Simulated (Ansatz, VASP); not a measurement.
# Two plane-wave programs on Pt

```xyz
2
Lattice="1.3741 -2.3807 0.0000 1.3741 2.3807 0.0000 0.0000 0.0000 4.7155" Properties=species:S:1:pos:R:3 pbc="T T T"
Pt    1.3741   -0.7832    1.1789
Pt    1.3741    0.7832    3.5366
```

Alike in both runs: functional r2SCAN; k mesh 8 × 8 × 4; occupations gaussian, width 0.1 eV; no spin polarisation.

Ansatz relaxed the structure, and its values are those at the end. VASP's run is a single point on that final structure, the one shown.

```csv
,VASP,Ansatz
version,VASP 6.6.1,Ansatz 0.2.0
potentials or method,"VASP PAW PBE potentials, release 64 (Pt), cutoff 520 eV","scalar-relativistic, plane waves, PAW"
valence electrons in the cell,20,36
```

|  | VASP | Ansatz | Ansatz less VASP |
| --- | --- | --- | --- |
| gap on the k mesh at the Fermi level (eV) | none | none | - |
| pressure (GPa) | 0.4 | -0.3 | -0.67 |

VASP's potentials were made for PBE, not for r2SCAN. A gap of «none» marks a metal or a gap that the smearing closes. VASP's potentials hold 20 valence electrons a cell and Ansatz's 36, so a difference there can come from the potentials and not from the codes.

Neither program's run includes spin-orbit coupling.
